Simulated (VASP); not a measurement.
# K (P6_3/mmc) in VASP: notebook, part 2 of 2

VASP 6.6.1. The steps go on from the part before.

## Step 3: Single point, PBEsol

This run uses another cell than the first one, of 71.32 Å³/atom.

File POSCAR:

```
K
1.0
    4.6673601860      0.0000000000      0.0000000000
   -2.3336800930      4.0420524897      0.0000000000
    0.0000000000      0.0000000000      7.5611235014
K
2
Direct
    0.3333333333      0.6666666667      0.2500000000
    0.6666666667      0.3333333333      0.7500000000
```

File INCAR.step1:

```
SYSTEM = K
ALGO     = Normal         ! electronic algorithm
EDIFF    = 1E-6           ! SCF threshold, eV
ENCUT    = 520            ! plane-wave cutoff, eV
GGA      = PS             ! functional
ISIF     = 2              ! what is computed and relaxed
ISMEAR   = -1             ! smearing method
LASPH    = .True.         ! aspherical terms in the spheres
LCHARG   = .True.         ! write CHGCAR
LREAL    = .False.        ! projectors in reciprocal space
LWAVE    = .False.        ! write WAVECAR
NBANDS   = 16             ! bands
NELM     = 100            ! most SCF steps
PREC     = Accurate       ! precision mode
SIGMA    = 0.05           ! smearing width, eV
```

File KPOINTS.step1:

```
k-points
0
Gamma
  10 10 5
  0 0 0
```

File INCAR.step2:

```
SYSTEM = K
ALGO     = Normal         ! electronic algorithm
EDIFF    = 1E-6           ! SCF threshold, eV
ENCUT    = 520            ! plane-wave cutoff, eV
GGA      = PS             ! functional
ICHARG   = 11             ! starting density
ISIF     = 2              ! what is computed and relaxed
ISMEAR   = -5             ! smearing method
LASPH    = .True.         ! aspherical terms in the spheres
LCHARG   = .False.        ! write CHGCAR
LORBIT   = 11             ! projections on sites
LREAL    = .False.        ! projectors in reciprocal space
LWAVE    = .False.        ! write WAVECAR
NEDOS    = 1001           ! points of the DOS
NELM     = 100            ! most SCF steps
PREC     = Accurate       ! precision mode
SIGMA    = 0.05           ! smearing width, eV
```

File KPOINTS.step2:

```
k-points
0
Gamma
  15 15 8
  0 0 0
```

Potentials or basis: VASP PAW PBE potentials, release 64 (K_sv).

Started as:

```bash
> cat potpaw_PBE.64/K_sv/POTCAR > POTCAR
> cp INCAR.step1 INCAR
> cp KPOINTS.step1 KPOINTS
> mpirun -np 1 vasp_std > vasp.out
> cp INCAR.step2 INCAR
> cp KPOINTS.step2 KPOINTS
> mpirun -np 1 vasp_std > vasp.out
```

OUTCAR:

```text
SYSTEM = K
   EDIFF = 1E-6
   ENCUT = 520
   GGA = PS
   ICHARG = 11
   ISIF = 2
   ISMEAR = -5
   LASPH = .True.
   LORBIT = 11
   LREAL = .False.
   NELM = 100
   PREC = Accurate

 ion  position               nearest neighbor table
   1  0.333  0.667  0.250-
   2  0.667  0.333  0.750-

  LATTYP: Found a hexagonal cell.
 ALAT       =     4.6673601860
 C/A-ratio  =     1.6200000000

  Lattice vectors:

 A1 = (   4.6673601860,   0.0000000000,   0.0000000000)
 A2 = (  -2.3336800930,   4.0420524897,   0.0000000000)
 A3 = (   0.0000000000,   0.0000000000,   7.5611235014)

Analysis of symmetry for initial positions (statically):
=====================================================================
 Subroutine PRICEL returns:
 Original cell was already a primitive cell.

 Routine SETGRP: Setting up the symmetry group for a
 hexagonal supercell.

 Subroutine GETGRP returns: Found 24 space group operations
 (whereof 12 operations were pure point group operations)
[... 188 lines left out ...]
     12       3.9971      0.00000
     13       4.0180      0.00000
[... 354 lines left out ...]
  band No.  band energies     occupation
      1     -32.0640      2.00000
      2     -32.0631      2.00000
      3     -15.6389      2.00000
      4     -15.6270      2.00000
      5     -15.6158      2.00000
      6     -15.6153      2.00000
      7     -15.6003      2.00000
      8     -15.5998      2.00000
      9       0.2950     -0.24829
     10       0.3490      0.00000
     11       1.5415      0.00000
     12       1.7409      0.00000
     13       2.3568      0.00000

 [... further k-points ...]

------------------------ aborting loop because EDIFF is reached ----------------------------------------

  FORCE on cell =-STRESS in cart. coord.  units (eV):
  Direction    XX          YY          ZZ          XY          YZ          ZX
  --------------------------------------------------------------------------------------
  -------------------------------------------------------------------------------------
  Total       -0.0246437     -0.0246437     -0.0101775      0.0000000      0.0000000      0.0000000
  in kB       -0.2767939     -0.2767939     -0.1143123      0.0000000      0.0000000      0.0000000
  external PRESSURE =      -0.2226334 kB  Pullay stress =       0.0000000 kB

 VOLUME and BASIS-vectors are now :
 -----------------------------------------------------------------------------
  energy-cutoff  :      520.00
  volume of cell :      142.65
      direct lattice vectors                 reciprocal lattice vectors
     4.667360186  0.000000000  0.000000000     0.214253874  0.123699532  0.000000000
    -2.333680093  4.042052490  0.000000000     0.000000000  0.247399063  0.000000000
     0.000000000  0.000000000  7.561123501     0.000000000  0.000000000  0.132255478

 POSITION                                       TOTAL-FORCE (eV/Angst)
 -----------------------------------------------------------------------------------
     -0.00000      2.69470      1.89028        -0.000000      0.000000      0.000000
      2.33368      1.34735      5.67084         0.000000     -0.000000      0.000000
 -----------------------------------------------------------------------------------
    total drift:                                0.000000     -0.000000      0.000000

  FREE ENERGIE OF THE ION-ELECTRON SYSTEM (eV)
  ---------------------------------------------------
  free  energy   TOTEN  =        -2.2673231109 eV

  energy  without entropy=       -2.2673231109  energy(sigma->0) =       -2.26732311

 total charge

# of ion       s       p       d       tot
------------------------------------------
    1        1.980   5.546   0.005   7.531
    2        1.980   5.546   0.005   7.531
--------------------------------------------------
tot          3.961  11.092   0.010  15.062
```

OUTCAR.step1:

```text
SYSTEM = K
   EDIFF = 1E-6
   ENCUT = 520
   GGA = PS
   ISIF = 2
   ISMEAR = -1
[... 680 lines left out ...]
 -----------------------------------------------------------------------------------
     -0.00000      2.69470      1.89028         0.000000     -0.000000      0.000000
      2.33368      1.34735      5.67084        -0.000000      0.000000      0.000000
 -----------------------------------------------------------------------------------
    total drift:                                0.000000     -0.000000      0.000000

  FREE ENERGIE OF THE ION-ELECTRON SYSTEM (eV)
  ---------------------------------------------------
  free  energy   TOTEN  =        -2.2731722745 eV

  energy  without entropy=       -2.2595856733  energy(sigma->0) =       -2.26637897
```

OSZICAR.step1:

```text
N       E                     dE             d eps       ncg     rms          rms(c)
DAV:   1     0.112289067641E+03    0.11229E+03   -0.76190E+03  1344   0.891E+02
DAV:   2     0.608452497058E+01   -0.10620E+03   -0.10394E+03  1680   0.264E+02
DAV:   3    -0.181555310765E+01   -0.79001E+01   -0.78754E+01  2488   0.513E+01
DAV:   4    -0.227277747023E+01   -0.45722E+00   -0.45707E+00  1976   0.877E+00
DAV:   5    -0.227791281943E+01   -0.51353E-02   -0.51352E-02  2152   0.864E-01    0.283E+00
DAV:   6    -0.227402989661E+01    0.38829E-02   -0.56930E-03  1832   0.530E-01    0.182E+00
DAV:   7    -0.227311623280E+01    0.91366E-03   -0.11769E-02  1752   0.654E-01    0.134E-01
DAV:   8    -0.227315009701E+01   -0.33864E-04   -0.18796E-03  1952   0.355E-01    0.416E-02
DAV:   9    -0.227316753307E+01   -0.17436E-04   -0.54577E-05  2408   0.385E-02    0.189E-02
DAV:  10    -0.227317222803E+01   -0.46950E-05   -0.61689E-06  1952   0.176E-02    0.420E-03
DAV:  11    -0.227317227450E+01   -0.46470E-07   -0.86183E-08  1320   0.208E-03
   1 F= -.22731723E+01 E0= -.22663790E+01  d E =-.135866E-01
```

Run time: 71 s. Hardware: 1 thread of Intel Xeon 6975P-C (Granite Rapids), shared host; peak memory 0.38 GiB.

What came out:

* Valence electrons inside the program's atomic spheres: K 7.53

Caveat: the PAW data sets were made with another functional, which shifts forces and pressure a little.
